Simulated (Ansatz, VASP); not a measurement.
**Two plane-wave programs on Ge2Sb**

Contents of INCAR:

```
SYSTEM = Ge2Sb
  PREC = Accurate
  ENCUT = 600
  EDIFF = 1E-6
  ISMEAR = 0
  SIGMA = 0.1
  LREAL = .False.
  LASPH = .True.
  NELM = 60
  ALGO = Normal
  ISIF = 3
  LWAVE = .False.
  LCHARG = .False.
  GGA = PE
  IBRION = 2
  NSW = 90
  EDIFFG = -0.04
```

Contents of KPOINTS:

```
Automatic mesh
0
Gamma
  6 6 4
  0 0 0
```

The input POSCAR:

```
Ge2Sb
1.0
    3.7309549500      0.0000000000      0.0000000000
   -1.8654774700      3.2311017600      0.0000000000
    0.0000000000      0.0000000000      5.5562592400
Ge Sb
2 1
Direct
    0.0000000000      0.0000000000      0.6578728900
    0.0000000000      0.0000000000      0.3421271100
    0.0000000000      0.0000000000      0.0000000000
```

Input for Ansatz:

```yaml
crystal:
  lattice:
    - [3.73095495, 0.0, 0.0]
    - [-1.86547747, 3.23110176, 0.0]
    - [0.0, 0.0, 5.55625924]
  atoms:
    - { symbol: Ge, position: [0.0, 0.0, 0.65787289] }
    - { symbol: Ge, position: [0.0, 0.0, 0.34212711] }
    - { symbol: Sb, position: [0.0, 0.0, 0.0] }
basis:
  ecutwfc: 420
kpoints:
  mp_grid: { grid: [6, 6, 4] }
hamiltonian:
  xc: pbe
scf:
  occupations: { method: gaussian, width: 0.1 }
  lower_state_search: "off"
output:
  forces: true
  stress: true
  eigenvalues: true
relax:
  adjacent_minimum: "off"
  f_tol: 0.04
  max_steps: 70
  cell: { stress_tol: 0.4 }
```

Alike in both runs: task relaxation of cell and atoms; functional PBE; k mesh 6 × 6 × 4; occupations gaussian, width 0.1 eV; no spin polarisation.

```csv
,VASP,Ansatz
version,VASP 6.6.1,Ansatz 0.2.0
potentials or method,"VASP PAW PBE potentials, release 64 (Ge_d, Sb), cutoff 600 eV","scalar-relativistic, plane waves, PAW"
valence electrons in the cell,33,43
```

Ansatz gave:

```
gap on the k mesh at the Fermi level, each at its own relaxed structure (eV) : none
relaxed volume (Å³/atom)                                                     : 23.15
relaxed cell length with the largest relative difference (Å)                 : 8.442
```

Task: Which values does VASP return?

Result: gap on the k mesh at the Fermi level, each at its own relaxed structure (eV): none; relaxed volume (Å³/atom): 23.06; relaxed cell length with the largest relative difference (Å): 8.415.

A gap of «none» marks a metal or a gap that the smearing closes. VASP's potentials hold 33 valence electrons a cell and Ansatz's 43, so a difference there can come from the potentials and not from the codes.

Spin-orbit coupling is off throughout. Noted on VASP's run: too few bands were computed for a metal, which touches its energy and stress.
